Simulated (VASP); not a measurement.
Set up this calculation in VASP 6.6.1, as the native input.

| Item | Value |
| --- | --- |
| Task | single point |
| Functional | PBE |
| Potentials or basis | VASP PAW PBE potentials, release 64 (Au, I) |
| Cutoff | 520 eV |
| k mesh | 3 × 3 × 1 |
| Occupations | fermi-dirac, width 0.05 eV |
| Spin | no spin polarisation |
| Dipole correction | no |
| Further INCAR settings | ALGO = Normal; EDIFF = 1e-06; NBANDS = 82 |

The structure of Au12I lies in POSCAR:

```
Au12I
1.0
    5.7699910000      0.0000000000      0.0000000000
    2.8849960000      4.9969590000      0.0000000000
    0.0000000000      0.0000000000     16.7111780000
Au I
12 1
Direct
    0.1666696938      0.1666613634      0.0598401860
    0.6666704737      0.1666613634      0.0598401860
    0.1666679892      0.6666654659      0.0598401860
    0.6666687691      0.6666654659      0.0598401860
   -0.2109133983      0.3310813637      0.2259385903
    0.2918702577      0.3079072692      0.2122052676
   -0.2270476289      0.8310454418      0.2201161402
    0.2551190928      0.8195384433      0.2385947897
   -0.0412857175      0.0715835371      0.3950469560
    0.3965823047      0.1137691944      0.3732471762
   -0.1321665260      0.6015258480      0.3750004937
    0.3849354682      0.6173754878      0.3896374032
    0.5672421007      0.3597988296      0.5320271258
```

One way to write it, as run:

INCAR

```
SYSTEM = Au12I
PREC = Accurate ; ENCUT = 520
EDIFF = 1E-6 ; ISMEAR = -1
SIGMA = 0.05 ; LREAL = .False.
LASPH = .True. ; NELM = 100
ALGO = Normal ; ISIF = 2
LWAVE = .False. ; LCHARG = .False.
GGA = PE ; NBANDS = 82
```

KPOINTS

```
regular mesh
0
Gamma
  3 3 1
  0 0 0
```

Potentials or basis: VASP PAW PBE potentials, release 64 (Au, I).

Run with:

```bash
$ cat potpaw_PBE.64/Au/POTCAR potpaw_PBE.64/I/POTCAR > POTCAR
$ mpirun -np 1 vasp_std > vasp.out
```

It gave:

```yaml
Largest_force: 2.249 eV/Å
Band_gap_on_the_k_mesh: zero (an odd number of electrons rules out a gap without spin polarisation)
```

Caveat: the k points lie up to 0.42 Å⁻¹ apart, too coarse for converged energies and pressures of a metal; the atoms stand as in a frame of molecular dynamics; there is no dipole correction, which matters where the two faces differ; spin-orbit coupling is left out, which moves the levels of the heavy elements; an odd number of electrons without spin polarisation forces a metal; a magnetic or distorted state may lie lower.

Wall time 5.3 min on 1 thread of Intel(R) Xeon(R) 6975P-C (Granite Rapids), on a shared host, peak memory 0.62 GiB.
